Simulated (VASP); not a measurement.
Here is a VASP 6.6.1 calculation.

INCAR

```
PREC     = Accurate       # precision mode
ENCUT    = 520            # plane-wave cutoff, eV
EDIFF    = 1E-6           # SCF threshold, eV
ISMEAR   = 0              # smearing method
SIGMA    = 0.1            # smearing width, eV
LREAL    = False          # projectors in reciprocal space
LASPH    = True           # aspherical terms in the spheres
NELM     = 100            # most SCF steps
ALGO     = Normal         # electronic algorithm
ISIF     = 2              # what is computed and relaxed
LWAVE    = False          # write WAVECAR
LCHARG   = True           # write CHGCAR
GGA      = PE             # functional
LELF     = True           # ELF
LVHAR    = True         
NBANDS   = 31             # bands
```

KPOINTS

```
regular mesh
0
Gamma
  6 6 12
```

File POSCAR:

```
Hf2SeS3
1.0
    6.5969335657      0.0000000000      0.0000000000
   -3.2984667828      5.7131120550      0.0000000000
    0.0000000000      0.0000000000      3.3635414651
Hf Se S
2 1 3
Direct
    0.3333333333      0.6666666667      0.0000000000
    0.6666666667      0.3333333333      0.0000000000
    0.0000000000      0.0000000000      0.0000000000
    0.5000000000      0.0000000000      0.5000000000
    0.5000000000      0.5000000000      0.5000000000
    0.0000000000      0.5000000000      0.5000000000
```

Potentials or basis: VASP PAW PBE potentials, release 64 (Hf_pv, Se, S).

Launch:

```bash
$ cat potpaw_PBE.64/Hf_pv/POTCAR potpaw_PBE.64/Se/POTCAR potpaw_PBE.64/S/POTCAR > POTCAR
$ mpirun -np 1 vasp_std > vasp.out
```

(1) Predict the pressure.

(2) Predict the band gap on the k mesh.

Results:

(1) -0.6 GPa.

(2) zero (bands 22 and 23 overlap by 0.75 eV).

Caveat: spin-orbit coupling is left out, which moves the levels of the heavy elements.
